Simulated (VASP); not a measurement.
# TaRu (P4/mmm) in VASP: relaxation of cell and atoms with LDA

Aim: the relaxation of cell and atoms of TaRu with LDA.

All numbers are computed with VASP 6.6.1; they aren't measurements. Logs are shortened: lines on timing, memory, paths and dates and some standing lists are left out, and cuts for length are marked.

## 1. The cell of the first run

It takes space group P4/mmm (No. 123, tetragonal). The conventional cell has a = 3.028 Å, b = 3.028 Å, c = 3.382 Å, α = 90.00°, β = 90.00°, γ = 90.00°. Within 3.6 Å of Ta (site symmetry 4/mmm) lie 8 Ru at 2.73 Å and 6 Ta at 3.03 to 3.38 Å. Ru (site symmetry 4/mmm) has 8 Ta at 2.73 Å and 6 Ru at 3.03 to 3.38 Å within 3.6 Å.

## 2. Relaxation of cell and atoms, LDA

Contents of INCAR:

```
SYSTEM = TaRu
PREC     = Accurate       ! precision mode
ENCUT    = 600            ! plane-wave cutoff, eV
EDIFF    = 1E-7           ! SCF threshold, eV
ISMEAR   = -1             ! smearing method
SIGMA    = 0.15           ! smearing width, eV
LREAL    = .False.        ! projectors in reciprocal space
LASPH    = .True.         ! aspherical terms in the spheres
NELM     = 60             ! most SCF steps
ALGO     = Fast           ! electronic algorithm
ISIF     = 3              ! what is computed and relaxed
LWAVE    = .False.        ! write WAVECAR
LCHARG   = .False.        ! write CHGCAR
GGA      = CA             ! functional
IBRION   = 2              ! ionic algorithm
NSW      = 80             ! ionic steps
EDIFFG   = -0.001         ! ionic threshold
```

Contents of KPOINTS:

```
Automatic mesh
0
Gamma
  14 14 12
  0 0 0
```

Contents of POSCAR:

```
TaRu
1.0
    3.0280813936      0.0000000000      0.0000000000
    0.0000000000      3.0280813936      0.0000000000
    0.0000000000      0.0000000000      3.3815681473
Ta Ru
1 1
Direct
    0.5000000000      0.5000000000      0.5000000000
    0.0000000000      0.0000000000      0.0000000000
```

Potentials or basis: VASP PAW LDA potentials, release 64 (Ta_pv, Ru_pv).

Command:

```
> cat potpaw_LDA.64/Ta_pv/POTCAR potpaw_LDA.64/Ru_pv/POTCAR > POTCAR
> mpirun -np 1 vasp_std > vasp.out
```

OUTCAR:

```text
SYSTEM = TaRu
   PREC = Accurate
   ENCUT = 600
   EDIFF = 1E-7
   ISMEAR = -1
   LREAL = .False.
   LASPH = .True.
   NELM = 60
   ISIF = 3
   GGA = CA
   IBRION = 2
   NSW = 80
   EDIFFG = -0.001

 ion  position               nearest neighbor table
   1  0.500  0.500  0.500-   2 2.73   2 2.73   2 2.73   2 2.73   2 2.73   2 2.73   2 2.73   2 2.73

   2  0.000  0.000  0.000-   1 2.73   1 2.73   1 2.73   1 2.73   1 2.73   1 2.73   1 2.73   1 2.73

  LATTYP: Found a simple tetragonal cell.
 ALAT       =     3.0280813936
 C/A-ratio  =     1.1167362127

  Lattice vectors:

 A1 = (   3.0280813936,   0.0000000000,   0.0000000000)
 A2 = (   0.0000000000,   3.0280813936,   0.0000000000)
 A3 = (   0.0000000000,   0.0000000000,   3.3815681473)

Analysis of symmetry for initial positions (statically):
=====================================================================
 Subroutine PRICEL returns:
 Original cell was already a primitive cell.

 Routine SETGRP: Setting up the symmetry group for a
 simple tetragonal supercell.

 Subroutine GETGRP returns: Found 16 space group operations
 (whereof 16 operations were pure point group operations)
 out of a pool of 16 trial point group operations.

The static configuration has the point symmetry D_4h.

Analysis of symmetry for dynamics (positions and initial velocities):
=====================================================================
 Subroutine PRICEL returns:
 Original cell was already a primitive cell.

 Routine SETGRP: Setting up the symmetry group for a
 simple tetragonal supercell.

 Subroutine GETGRP returns: Found 16 space group operations
 (whereof 16 operations were pure point group operations)
 out of a pool of 16 trial point group operations.

The dynamic configuration has the point symmetry D_4h.

 Subroutine INISYM returns: Found 16 space group operations
 (whereof 16 operations are pure point group operations),
 and found     1 'primitive' translations

----------------------------------------------------------------------------------------

                                     Primitive cell

  volume of cell :      31.0065

  direct lattice vectors                    reciprocal lattice vectors
     3.028081394  0.000000000  0.000000000     0.330242114  0.000000000  0.000000000
     0.000000000  3.028081394  0.000000000     0.000000000  0.330242114  0.000000000
     0.000000000  0.000000000  3.381568147     0.000000000  0.000000000  0.295720789

  length of vectors
     3.028081394  3.028081394  3.381568147     0.330242114  0.330242114  0.295720789

  position of ions in fractional coordinates (direct lattice)
     0.500000000  0.500000000  0.500000000
     0.000000000  0.000000000  0.000000000

  ion indices of the primitive-cell ions
   primitive index   ion index
                 1           1
                 2           2

----------------------------------------------------------------------------------------

 KPOINTS: Automatic mesh

Automatic generation of k-mesh.
 Grid dimensions read from file:
 generate k-points for:   14   14   12

 Generating k-lattice:

  Cartesian coordinates                     Fractional coordinates (reciprocal lattice)
     0.023588722  0.000000000  0.000000000     0.071428571  0.000000000  0.000000000
     0.000000000  0.023588722  0.000000000     0.000000000  0.071428571  0.000000000
     0.000000000  0.000000000  0.024643399     0.000000000  0.000000000  0.083333333

  Length of vectors
     0.023588722  0.023588722  0.024643399

  Shift w.r.t. Gamma in fractional coordinates (k-lattice)
     0.000000000  0.000000000  0.000000000

 Subroutine IBZKPT returns following result:
 ===========================================

 Found    252 irreducible k-points:

 Following reciprocal coordinates:
            Coordinates               Weight
  0.000000  0.000000  0.000000      1.000000
  0.071429  0.000000  0.000000      4.000000
  0.142857  0.000000  0.000000      4.000000
  0.214286  0.000000  0.000000      4.000000
  0.285714  0.000000  0.000000      4.000000
  0.357143  0.000000  0.000000      4.000000
[... 16 lines left out ...]
  0.285714  0.214286  0.000000      8.000000
  0.357143  0.214286  0.000000      8.000000
 [... further k-points ...]
   k-points           NKPTS =    252   k-points in BZ     NKDIM =    252   number of bands    NBANDS=     16
   number of dos      NEDOS =    301   number of ions     NIONS =      2
   total plane-waves  NPLWV =  16128
   dimension x,y,z NGX =    24 NGY =   24 NGZ =   28
   dimension x,y,z NGXF=    48 NGYF=   48 NGZF=   56
   ions per type =               1   1
   NGX,Y,Z   is equivalent  to a cutoff of  13.18, 13.18, 13.77 a.u.
   NGXF,Y,Z  is equivalent  to a cutoff of  26.35, 26.35, 27.53 a.u.
 SYSTEM =  TaRu
   PREC   = accura    normal or accurate (medium, high low for compatibility)
   ISTART =      0    job   : 0-new  1-cont  2-samecut
   ICHARG =      2    charge: 1-file 2-atom 10-const
   ISPIN  =      1    spin polarized calculation?
   LNONCOLLINEAR =      F non collinear calculations
   LSORBIT =      F    spin-orbit coupling
   LASPH  =      T    aspherical Exc in radial PAW
   ENCUT  =  600.0 eV  44.10 Ry    6.64 a.u.   6.05  6.05  6.75*2*pi/ulx,y,z
   NELM   =     60;   NELMIN=  2; NELMDL= -5     # of ELM steps
   EDIFF  = 0.1E-06   stopping-criterion for ELM
   LREAL  =      F    real-space projection
   EDIFFG = -.1E-02   stopping-criterion for IOM
   NSW    =     80    number of steps for IOM
   IBRION =      2    ionic relax: 0-MD 1-quasi-New 2-CG
   NFREE  =      1    steps in history (QN), initial steepest desc. (CG)
   ISIF   =      3    stress and relaxation
   ISYM   =      2    0-nonsym 1-usesym 2-fastsym
   POTIM  = 0.5000    time-step for ionic-motion
   TEBEG  =    0.0;   TEEND  =   0.0 temperature during run
   PSTRESS=    0.0 pullay stress
   NELECT =      25.0000    total number of electrons
   NUPDOWN=      -1.0000    fix difference up-down
   EMIN   =  10.00;   EMAX   =-10.00  energy-range for DOS
   EFERMI =   0.00;   METHOD = LEGACY
   ISMEAR =    -1;   SIGMA  =   0.15  broadening in eV -4-tet -1-fermi 0-gaus
   EFERMI_NEDOS =   21; number of points for ismear=-14 and -15
   IALGO  =     68    algorithm
   IMIX   =      4    mixing-type and parameters
     AMIX     =   0.40;   BMIX     =  1.00
     AMIX_MAG =   1.60;   BMIX_MAG =  1.00
  volume/ion in A,a.u.               =      15.50       104.62
  Fermi-wavevector in a.u.,A,eV,Ry     =   1.523715  2.879404 31.588749  2.321708
  Thomas-Fermi vector in A             =   2.632121
   LORBIT       =      0    0 simple, 1 ext, 2 COOP (PROOUT), +10 PAW based schemes
   GGA     = CA    functional components
   LHFCALC =     F    Hartree Fock is set to
   AEXX    =    0.0000 exact exchange contribution
   IVDW    =     0    specifies the selected vdW correction
   LEPSILON=     F    determine dielectric tensor
   LRPA    =     F    only Hartree local field effects (RPA)
 conjugate gradient relaxation of ions
 non-spin polarized calculation
 RMM-DIIS sequential band-by-band and
  energy-cutoff  :      600.00
  volume of cell :       31.01
 maximum number of plane-waves:      1056
   NGX = 13   NGY = 13   NGZ = 13

--------------------------------------- Ionic step        1  -------------------------------------------

 number of electron      25.0000002 magnetization

 Free energy of the ion-electron system (eV)
  ---------------------------------------------------
  ext. energy  EPLUGINS =         0.00000000
  ---------------------------------------------------
  free energy    TOTEN  =       -24.13226453 eV

  energy without entropy =      -23.99333638  energy(sigma->0) =      -24.06280046

------------------------ aborting loop because EDIFF is reached ----------------------------------------

  FORCE on cell =-STRESS in cart. coord.  units (eV):
  Direction    XX          YY          ZZ          XY          YZ          ZX
  --------------------------------------------------------------------------------------
  -------------------------------------------------------------------------------------
  Total       -0.9155571     -0.9155571     -0.8774731      0.0000000      0.0000000      0.0000000
  in kB      -47.3088953    -47.3088953    -45.3410081      0.0000000      0.0000000      0.0000000
  external PRESSURE =     -46.6529329 kB  Pullay stress =       0.0000000 kB
[... 21 lines left out ...]
  energy  without entropy=      -23.9933363783  energy(sigma->0) =      -24.06280046

--------------------------------------- Ionic step        2  -------------------------------------------

 number of electron      24.9999997 magnetization

 E-fermi :  10.3364     XC(G=0): -13.9614

 val. band max:       10.3287160199   @ k =   0.3571   0.0000   0.2500
 cond. band min:      10.3443800958   @ k =   0.4286   0.0000   0.2500
 fundamental gap:      0.0156640759
 Fermi energy:        10.3363716031

 k-point     1 :       0.0000    0.0000    0.0000
  band No.  band energies     occupation
      1     -32.5562      2.00000
      2     -32.4452      2.00000
      3     -32.4452      2.00000
      4     -24.1348      2.00000
      5     -23.9462      2.00000
      6     -23.9462      2.00000
[... 8 lines left out ...]
     15      15.1923      0.00000
     16      15.3436      0.00000
[... 420 lines left out ...]
  band No.  band energies     occupation
      1     -32.6210      2.00000
      2     -32.5157      2.00000
      3     -32.5062      2.00000
      4     -24.4412      2.00000
      5     -24.1498      2.00000
      6     -24.1173      2.00000
[... 8 lines left out ...]
     15      11.9307      0.00005
     16      12.6987      0.00000

 [... further k-points ...]

------------------------ aborting loop because EDIFF is reached ----------------------------------------

  FORCE on cell =-STRESS in cart. coord.  units (eV):
  Direction    XX          YY          ZZ          XY          YZ          ZX
  --------------------------------------------------------------------------------------
  -------------------------------------------------------------------------------------
  Total        2.8463220      2.8463220      2.8219066      0.0000000      0.0000000      0.0000000
  in kB      157.1193074    157.1193074    155.7715559      0.0000000      0.0000000      0.0000000
  external PRESSURE =     156.6700569 kB  Pullay stress =       0.0000000 kB
[... 53 lines left out ...]
  FREE ENERGIE OF THE ION-ELECTRON SYSTEM (eV)
  ---------------------------------------------------
  free  energy   TOTEN  =       -24.1399227479 eV

  energy  without entropy=      -24.0032265026  energy(sigma->0) =      -24.07157463

[... ionic steps 4 to 9 ...]

--------------------------------------- Ionic step       10  -------------------------------------------

 number of electron      24.9999999 magnetization

------------------------ aborting loop because EDIFF is reached ----------------------------------------

  FORCE on cell =-STRESS in cart. coord.  units (eV):
  Direction    XX          YY          ZZ          XY          YZ          ZX
  --------------------------------------------------------------------------------------
  -------------------------------------------------------------------------------------
  Total        0.0032442      0.0032442      0.0063052      0.0000000      0.0000000      0.0000000
  in kB        0.1705000      0.1705000      0.3313731      0.0000000      0.0000000      0.0000000
  external PRESSURE =       0.2241244 kB  Pullay stress =       0.0000000 kB
[... 57 lines left out ...]
  energy  without entropy=      -24.0033798030  energy(sigma->0) =      -24.07165544

--------------------------------------- Ionic step       12  -------------------------------------------

 number of electron      24.9999999 magnetization

 Free energy of the ion-electron system (eV)
  ---------------------------------------------------
  ext. energy  EPLUGINS =         0.00000000
  ---------------------------------------------------
  free energy    TOTEN  =       -24.13993250 eV

  energy without entropy =      -24.00341073  energy(sigma->0) =      -24.07167161

 E-fermi :   9.6544     XC(G=0): -13.6835

 val. band max:        9.6498296376   @ k =   0.4286   0.0000   0.2500
 cond. band min:       9.6590752638   @ k =   0.3571   0.0714   0.3333
 fundamental gap:      0.0092456262
 Fermi energy:         9.6543889138

 k-point     1 :       0.0000    0.0000    0.0000
  band No.  band energies     occupation
      1     -33.1345      2.00000
      2     -33.0500      2.00000
      3     -33.0500      2.00000
      4     -24.9012      2.00000
      5     -24.7358      2.00000
      6     -24.7358      2.00000
[... 8 lines left out ...]
     15      14.2102      0.00000
     16      14.3490      0.00000
[... 420 lines left out ...]
  band No.  band energies     occupation
      1     -33.1963      2.00000
      2     -33.1087      2.00000
      3     -33.0950      2.00000
      4     -25.1524      2.00000
      5     -24.9072      2.00000
      6     -24.8820      2.00000
[... 8 lines left out ...]
     15      11.1699      0.00008
     16      11.8502      0.00000

 [... further k-points ...]

------------------------ aborting loop because EDIFF is reached ----------------------------------------

  FORCE on cell =-STRESS in cart. coord.  units (eV):
  Direction    XX          YY          ZZ          XY          YZ          ZX
  --------------------------------------------------------------------------------------
  -------------------------------------------------------------------------------------
  Total       -0.0012926     -0.0012926     -0.0012698      0.0000000      0.0000000      0.0000000
  in kB       -0.0679266     -0.0679266     -0.0667319      0.0000000      0.0000000      0.0000000
  external PRESSURE =      -0.0675284 kB  Pullay stress =       0.0000000 kB
[... 17 lines left out ...]
  FREE ENERGIE OF THE ION-ELECTRON SYSTEM (eV)
  ---------------------------------------------------
  free  energy   TOTEN  =       -24.1399324968 eV

  energy  without entropy=      -24.0034107295  energy(sigma->0) =      -24.07167161

 reached required accuracy - stopping structural energy minimisation
```

It took 20 min on 1 thread of Intel Xeon 8259CL, shared host; peak memory 0.29 GiB.

Results:

- Free energy: -24.1399 eV
- Relaxed volume: 15.24 Å³/atom
- Relaxed cell: a = 3.010 Å, b = 3.010 Å, c = 3.365 Å, α = 90.00°, β = 90.00°, γ = 90.00°
- Space group after relaxing (to 0.1 Å): P4/mmm (No. 123)
- Energy gained by relaxing: 3.8 meV/atom
- Ionic steps: 12
- Pressure after relaxing: 0.0 GPa
- Band gap on the k mesh: zero (an odd number of electrons rules out a gap without spin polarisation)

Step by step:
```tsv
step	energy change (eV)	largest force (eV/Å)	pressure (GPa)	volume (Å³)
1	0.0000	0.0000	-4.67	31.01
2	0.0608	0.0000	15.67	29.02
3	-0.0077	0.0000	-0.12	30.50
4	-0.0077	0.0000	0.02	30.49
5	-0.0077	0.0000	0.02	30.49
6	-0.0077	0.0000	0.02	30.49
7	-0.0077	0.0000	0.03	30.49
8	-0.0077	0.0000	0.02	30.49
9	-0.0077	0.0000	0.03	30.49
10	-0.0077	0.0000	0.02	30.49
11	-0.0077	0.0000	-0.05	30.49
12	-0.0077	0.0000	-0.01	30.49
```

Final structure:
```
Ta Ru
1.0
     3.00999    0.00000    0.00000
     0.00000    3.00999    0.00000
     0.00000    0.00000    3.36504
Ta Ru
1 1
Direct
  0.50000 0.50000 0.50000
  0.00000 0.00000 0.00000
```

Caveat: spin-orbit coupling is left out, which moves the levels of the heavy elements.
